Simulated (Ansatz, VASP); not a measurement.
## Si: VASP beside Ansatz

```
Si
1.0
     0.00000    5.43000    5.43000
     5.43000    0.00000    5.43000
     5.43000    5.43000    0.00000
Si
17
Direct
  0.00001 0.00011 0.00004
  0.12468 0.12465 0.12467
  0.00315 0.00285 0.49704
  0.12456 0.12447 0.62627
  0.00305 0.49706 0.00295
  0.12450 0.62637 0.12447
  0.00288 0.49688 0.49684
  0.13124 0.62282 0.62287
  0.49703 0.00291 0.00311
  0.62623 0.12451 0.12456
  0.49693 0.00265 0.49694
  0.62312 0.13052 0.62311
  0.49686 0.49692 0.00280
  0.62296 0.62290 0.13101
  0.49993 0.49924 0.49971
  0.62257 0.62245 0.62253
  0.74991 0.74928 0.74971
```

Alike in both runs: functional PBEsol; k mesh 2 × 2 × 2; occupations gaussian, width 0.02 eV; no spin polarisation.

Ansatz relaxed the structure, and its values are those at the end. VASP's run is a single point on that final structure, the one shown.

|  | VASP | Ansatz |
| --- | --- | --- |
| version | VASP 6.6.1 | Ansatz 0.2.0 |
| potentials or method | VASP PAW PBE potentials, release 64 (Si), cutoff 520 eV | scalar-relativistic, plane waves, PAW |
| valence electrons in the cell | 68 | 68 |

VASP gave:

- rms of the force components (eV/Å): 0.007

Which values does Ansatz return?

rms of the force components (eV/Å): 0.008.

VASP's potentials were made for PBE, not for PBEsol, and Ansatz warns of the same on its side.

The k mesh is coarse, so the values compare programs but aren't converged.
